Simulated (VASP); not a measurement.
A run of VASP 6.6.1:

File INCAR:

```
  PREC = Accurate
  ENCUT = 520
  EDIFF = 1E-8
  ISMEAR = 1
  SIGMA = 0.2
  LREAL = F
  LASPH = T
  NELM = 100
  ALGO = Normal
  ISIF = 2
  LWAVE = F
  LCHARG = F
  GGA = PE
  IBRION = 8
  NSW = 1
```

The input KPOINTS:

```
Automatic mesh
0
Gamma
  18 18 18
```

POSCAR

```
W
1.0
    1.5825000000      0.0000000000      2.2379929625
    1.5825000000      0.0000000000     -2.2379929625
   -1.5825000000      2.2379929625      0.0000000000
W
1
Direct
    0.0000000000      0.0000000000      0.0000000000
```

Potentials or basis: VASP PAW PBE potentials, release 64 (W_sv).

Run with:

```bash
$ cat potpaw_PBE.64/W_sv/POTCAR > POTCAR
$ mpirun -np 1 vasp_std > vasp.out
```

Hardware: 1 thread of AMD EPYC 7R13 (shared host).

Question: How long does it take, and how much memory?

Answer: Wall time 4.6 min on 1 thread of AMD EPYC 7R13, on a shared host, peak memory 0.25 GiB. Counts: scf iterations 34, k points 195.
